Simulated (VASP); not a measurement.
# CoSi (NiAs type) (P6_3/mmc) in VASP: relaxation of cell and atoms with PBE

Aim: the relaxation of cell and atoms of CoSi (NiAs type) with PBE.

All numbers are computed with VASP 6.6.1; they aren't measurements. Logs are shortened: lines on timing, memory, paths and dates and some standing lists are left out, and cuts for length are marked.

## (1) The cell of the first run

It takes space group P6_3/mmc (No. 194, hexagonal). The conventional cell has a = 3.275 Å, b = 3.275 Å, c = 5.076 Å, α = 90.00°, β = 90.00°, γ = 120.00°. Within 3.0 Å of Co (site symmetry -3m) lie 6 Si at 2.28 Å and 2 Co at 2.54 Å. Si (site symmetry -6m2) has 6 Co at 2.28 Å within 3.0 Å.

## (2) Relaxation of cell and atoms, PBE, target pressure 14 GPa, at which the enthalpy is minimised

The input, INCAR:

```
SYSTEM = CoSi
ALGO     = Normal         ! electronic algorithm
EDIFF    = 1E-6           ! SCF threshold, eV
EDIFFG   = -0.005         ! ionic threshold
ENCUT    = 600            ! plane-wave cutoff, eV
GGA      = PE             ! functional
IBRION   = 2              ! ionic algorithm
ISIF     = 3              ! what is computed and relaxed
ISMEAR   = -1             ! smearing method
LASPH    = .True.         ! aspherical terms in the spheres
LCHARG   = .False.        ! write CHGCAR
LREAL    = .False.        ! projectors in reciprocal space
LWAVE    = .False.        ! write WAVECAR
NELM     = 100            ! most SCF steps
NSW      = 60             ! ionic steps
PREC     = Accurate       ! precision mode
PSTRESS  = 140.0        
SIGMA    = 0.05           ! smearing width, eV
```

The input, KPOINTS:

```
k-points
0
Gamma
  11 11 6
  0 0 0
```

The input, POSCAR:

```
CoSi
1.0
    3.2746352813      0.0000000000      0.0000000000
   -1.6373176407      2.8359173418      0.0000000000
    0.0000000000      0.0000000000      5.0756846861
Co Si
2 2
Direct
    0.0000000000      0.0000000000      0.0000000000
    0.0000000000      0.0000000000      0.5000000000
    0.3333333333      0.6666666667      0.2500000000
    0.6666666667      0.3333333333      0.7500000000
```

Potentials or basis: VASP PAW PBE potentials, release 64 (Co, Si).

Launch:

```console
cat potpaw_PBE.64/Co/POTCAR potpaw_PBE.64/Si/POTCAR > POTCAR
mpirun -np 1 vasp_std > vasp.out
```

OUTCAR:

```text
SYSTEM = CoSi
   EDIFF = 1E-6
   EDIFFG = -0.005
   ENCUT = 600
   GGA = PE
   IBRION = 2
   ISIF = 3
   ISMEAR = -1
   LASPH = .True.
   LREAL = .False.
   NELM = 100
   NSW = 60
   PREC = Accurate
   PSTRESS = 140.0

 ion  position               nearest neighbor table
   1  0.000  0.000  0.000-   3 2.28   4 2.28   4 2.28   3 2.28   4 2.28   3 2.28   2 2.54   2 2.54

   2  0.000  0.000  0.500-   3 2.28   4 2.28   4 2.28   3 2.28   4 2.28   3 2.28   1 2.54   1 2.54

   3  0.333  0.667  0.250-   1 2.28   2 2.28   1 2.28   2 2.28   1 2.28   2 2.28
   4  0.667  0.333  0.750-   1 2.28   2 2.28   1 2.28   2 2.28   1 2.28   2 2.28

  LATTYP: Found a hexagonal cell.
 ALAT       =     3.2746352813
 C/A-ratio  =     1.5500000000

  Lattice vectors:

 A1 = (   3.2746352813,   0.0000000000,   0.0000000000)
 A2 = (  -1.6373176407,   2.8359173418,   0.0000000000)
 A3 = (   0.0000000000,   0.0000000000,   5.0756846861)

Analysis of symmetry for initial positions (statically):
=====================================================================
 Subroutine PRICEL returns:
 Original cell was already a primitive cell.

 Routine SETGRP: Setting up the symmetry group for a
 hexagonal supercell.

 Subroutine GETGRP returns: Found 24 space group operations
 (whereof 12 operations were pure point group operations)
 out of a pool of 24 trial point group operations.

The static configuration has the point symmetry D_3d.
 The point group associated with its full space group is D_6h.

Analysis of symmetry for dynamics (positions and initial velocities):
=====================================================================
 Subroutine PRICEL returns:
 Original cell was already a primitive cell.

 Routine SETGRP: Setting up the symmetry group for a
 hexagonal supercell.

 Subroutine GETGRP returns: Found 24 space group operations
 (whereof 12 operations were pure point group operations)
 out of a pool of 24 trial point group operations.

The dynamic configuration has the point symmetry D_3d.
 The point group associated with its full space group is D_6h.

 Subroutine INISYM returns: Found 24 space group operations
 (whereof 12 operations are pure point group operations),
 and found     1 'primitive' translations

----------------------------------------------------------------------------------------

                                     Primitive cell

  volume of cell :      47.1358

  direct lattice vectors                    reciprocal lattice vectors
     3.274635281  0.000000000  0.000000000     0.305377520  0.176309793  0.000000000
    -1.637317641  2.835917342  0.000000000     0.000000000  0.352619586  0.000000000
     0.000000000  0.000000000  5.075684686     0.000000000  0.000000000  0.197017755

  length of vectors
     3.274635281  3.274635281  5.075684686     0.352619586  0.352619586  0.197017755

  position of ions in fractional coordinates (direct lattice)
     0.000000000  0.000000000  0.000000000
     0.000000000  0.000000000  0.500000000
     0.333333333  0.666666667  0.250000000
     0.666666667  0.333333333  0.750000000

  ion indices of the primitive-cell ions
   primitive index   ion index
                 1           1
                 2           2
                 3           3
                 4           4

----------------------------------------------------------------------------------------

 KPOINTS: k-points

Automatic generation of k-mesh.
 Grid dimensions read from file:
 generate k-points for:   11   11    6

 Generating k-lattice:

  Cartesian coordinates                     Fractional coordinates (reciprocal lattice)
     0.027761593  0.016028163  0.000000000     0.090909091  0.000000000  0.000000000
     0.000000000  0.032056326  0.000000000     0.000000000  0.090909091  0.000000000
     0.000000000  0.000000000  0.032836292     0.000000000  0.000000000  0.166666667

  Length of vectors
     0.032056326  0.032056326  0.032836292

  Shift w.r.t. Gamma in fractional coordinates (k-lattice)
     0.000000000  0.000000000  0.000000000

 Subroutine IBZKPT returns following result:
 ===========================================

 Found     64 irreducible k-points:

 Following reciprocal coordinates:
            Coordinates               Weight
  0.000000  0.000000  0.000000      1.000000
  0.090909  0.000000  0.000000      6.000000
  0.181818  0.000000  0.000000      6.000000
  0.272727 -0.000000  0.000000      6.000000
  0.363636  0.000000  0.000000      6.000000
  0.454545  0.000000  0.000000      6.000000
[... 16 lines left out ...]
  0.090909  0.090909  0.166667     12.000000
  0.181818  0.090909  0.166667     24.000000
 [... further k-points ...]
   k-points           NKPTS =     64   k-points in BZ     NKDIM =     64   number of bands    NBANDS=     17
   number of dos      NEDOS =    301   number of ions     NIONS =      4
   total plane-waves  NPLWV =  32928
   dimension x,y,z NGX =    28 NGY =   28 NGZ =   42
   dimension x,y,z NGXF=    56 NGYF=   56 NGZF=   84
   ions per type =               2   2
   NGX,Y,Z   is equivalent  to a cutoff of  14.21, 14.21, 13.76 a.u.
   NGXF,Y,Z  is equivalent  to a cutoff of  28.43, 28.43, 27.51 a.u.
 SYSTEM =  CoSi
   PREC   = accura    normal or accurate (medium, high low for compatibility)
   ISTART =      0    job   : 0-new  1-cont  2-samecut
   ICHARG =      2    charge: 1-file 2-atom 10-const
   ISPIN  =      1    spin polarized calculation?
   LNONCOLLINEAR =      F non collinear calculations
   LSORBIT =      F    spin-orbit coupling
   LASPH  =      T    aspherical Exc in radial PAW
   ENCUT  =  600.0 eV  44.10 Ry    6.64 a.u.   6.54  6.54 10.14*2*pi/ulx,y,z
   NELM   =    100;   NELMIN=  2; NELMDL= -5     # of ELM steps
   EDIFF  = 0.1E-05   stopping-criterion for ELM
   LREAL  =      F    real-space projection
   EDIFFG = -.5E-02   stopping-criterion for IOM
   NSW    =     60    number of steps for IOM
   IBRION =      2    ionic relax: 0-MD 1-quasi-New 2-CG
   NFREE  =      1    steps in history (QN), initial steepest desc. (CG)
   ISIF   =      3    stress and relaxation
   ISYM   =      2    0-nonsym 1-usesym 2-fastsym
   POTIM  = 0.5000    time-step for ionic-motion
   TEBEG  =    0.0;   TEEND  =   0.0 temperature during run
   PSTRESS=  140.0 pullay stress
   NELECT =      26.0000    total number of electrons
   NUPDOWN=      -1.0000    fix difference up-down
   EMIN   =  10.00;   EMAX   =-10.00  energy-range for DOS
   EFERMI =   0.00;   METHOD = LEGACY
   ISMEAR =    -1;   SIGMA  =   0.05  broadening in eV -4-tet -1-fermi 0-gaus
   EFERMI_NEDOS =   21; number of points for ismear=-14 and -15
   IALGO  =     38    algorithm
   IMIX   =      4    mixing-type and parameters
     AMIX     =   0.40;   BMIX     =  1.00
     AMIX_MAG =   1.60;   BMIX_MAG =  1.00
  volume/ion in A,a.u.               =      11.78        79.52
  Fermi-wavevector in a.u.,A,eV,Ry     =   1.342607  2.537159 24.525774  1.802593
  Thomas-Fermi vector in A             =   2.470747
   LORBIT       =      0    0 simple, 1 ext, 2 COOP (PROOUT), +10 PAW based schemes
   GGA     = PE    functional components
   LHFCALC =     F    Hartree Fock is set to
   AEXX    =    0.0000 exact exchange contribution
   IVDW    =     0    specifies the selected vdW correction
   LEPSILON=     F    determine dielectric tensor
   LRPA    =     F    only Hartree local field effects (RPA)
 conjugate gradient relaxation of ions
 non-spin polarized calculation
  energy-cutoff  :      600.00
  volume of cell :       47.14
 maximum number of plane-waves:      1604
 NGX is ok and might be reduce to    28
   NGX = 13   NGY = 13   NGZ = 21

--------------------------------------- Ionic step        1  -------------------------------------------

 number of electron      25.9999997 magnetization

 Free energy of the ion-electron system (eV)
  ---------------------------------------------------
  ext. energy  EPLUGINS =         0.00000000
  ---------------------------------------------------
  free energy    TOTEN  =       -26.31732653 eV

  energy without entropy =      -26.29924985  energy(sigma->0) =      -26.30828819

------------------------ aborting loop because EDIFF is reached ----------------------------------------

  FORCE on cell =-STRESS in cart. coord.  units (eV):
  Direction    XX          YY          ZZ          XY          YZ          ZX
  --------------------------------------------------------------------------------------
  -------------------------------------------------------------------------------------
  Total        3.2942061      3.2942061      1.9100142     -0.0000000      0.0000000      0.0000000
  in kB      111.9722001    111.9722001     64.9226207     -0.0000000      0.0000000      0.0000000
  external PRESSURE =     -43.7109930 kB  Pullay stress =     140.0000000 kB
[... 185 lines left out ...]
  enthalpy is  TOTEN    =       -22.2213632818 eV   P V=        4.0525195734

--------------------------------------- Ionic step        6  -------------------------------------------

 number of electron      25.9999997 magnetization

 Free energy of the ion-electron system (eV)
  ---------------------------------------------------
  ext. energy  EPLUGINS =         0.00000000
  ---------------------------------------------------
  free energy    TOTEN  =       -26.27482687 eV

  energy without entropy =      -26.25614164  energy(sigma->0) =      -26.26548425

 E-fermi :  10.7433     XC(G=0): -12.4376

 val. band max:       10.7368763034   @ k =   0.3636   0.1818   0.1667
 cond. band min:      10.7514897209   @ k =   0.2727   0.1818   0.5000
 fundamental gap:      0.0146134175
 Fermi energy:        10.7433182423

 k-point     1 :       0.0000    0.0000    0.0000
  band No.  band energies     occupation
      1      -1.7712      2.00000
      2       3.4701      2.00000
      3       4.1838      2.00000
      4       7.2336      2.00000
      5       7.2336      2.00000
      6       7.4636      2.00000
[... 9 lines left out ...]
     16      17.0216      0.00000
     17      17.4189      0.00000
[... 443 lines left out ...]
      1      -0.5637      2.00000
      2       2.8799      2.00000
      3       5.8283      2.00000
      4       6.9822      2.00000
      5       7.3051      2.00000
      6       7.4107      2.00000
[... 9 lines left out ...]
     16      15.0868      0.00000
     17      16.2181      0.00000

 [... further k-points ...]

------------------------ aborting loop because EDIFF is reached ----------------------------------------

  FORCE on cell =-STRESS in cart. coord.  units (eV):
  Direction    XX          YY          ZZ          XY          YZ          ZX
  --------------------------------------------------------------------------------------
  -------------------------------------------------------------------------------------
  Total        4.0682536      4.0682536      4.0695485     -0.0000000     -0.0000000      0.0000000
  in kB      140.5116091    140.5116091    140.5563331     -0.0000000     -0.0000000      0.0000000
  external PRESSURE =       0.5265171 kB  Pullay stress =     140.0000000 kB
[... 19 lines left out ...]
  FREE ENERGIE OF THE ION-ELECTRON SYSTEM (eV)
  ---------------------------------------------------
  free  energy   TOTEN  =       -26.2748268666 eV

  energy  without entropy=      -26.2561416356  energy(sigma->0) =      -26.26548425

  enthalpy is  TOTEN    =       -22.2213860022 eV   P V=        4.0534408644

 reached required accuracy - stopping structural energy minimisation
```

It took 3.5 min on 1 thread of Intel Xeon Platinum 8259CL at 2.50GHz (Skylake/Cascade Lake), shared host; peak memory 0.22 GiB.

What came out:

```
Free energy                                            : -26.2748 eV
Relaxed volume                                         : 11.60 Å³/atom
Relaxed cell                                           : a = 3.287 Å, b = 3.287 Å, c = 4.957 Å, α = 90.00°, β = 90.00°, γ = 120.00°
Space group after relaxing (to 0.05 Å)                 : P6_3/mmc (No. 194)
Energy change on relaxing (the enthalpy is what falls) : +10.6 meV/atom
Ionic steps                                            : 6
Pressure after relaxing                                : 14.1 GPa
Band gap on the k mesh                                 : zero (band 13 reaches 13.47 eV, above the bottom of band 14 at 9.99 eV)
```

The path:
| step | energy change (eV) | largest force (eV/Å) | pressure (GPa) | volume (Å³) |
| --- | --- | --- | --- | --- |
| 1 | 0.0000 | 0.0000 | 9.63 | 47.14 |
| 2 | 0.2008 | 0.0000 | 21.84 | 44.97 |
| 3 | 0.0667 | 0.0000 | 14.70 | 46.19 |
| 4 | 0.0518 | 0.0000 | 14.29 | 46.30 |
| 5 | 0.0434 | 0.0000 | 14.07 | 46.38 |
| 6 | 0.0425 | 0.0000 | 14.05 | 46.39 |

Final structure:
```
Co Si
1.0
     3.28714    0.00000    0.00000
    -1.64357    2.84674    0.00000
     0.00000    0.00000    4.95725
Co Si
2 2
Direct
  0.00000 0.00000 0.00000
  0.00000 0.00000 0.50000
  0.33333 0.66667 0.25000
  0.66667 0.33333 0.75000
```

Caveat: the cell is relaxed towards a set pressure, so the enthalpy falls and the energy may rise.
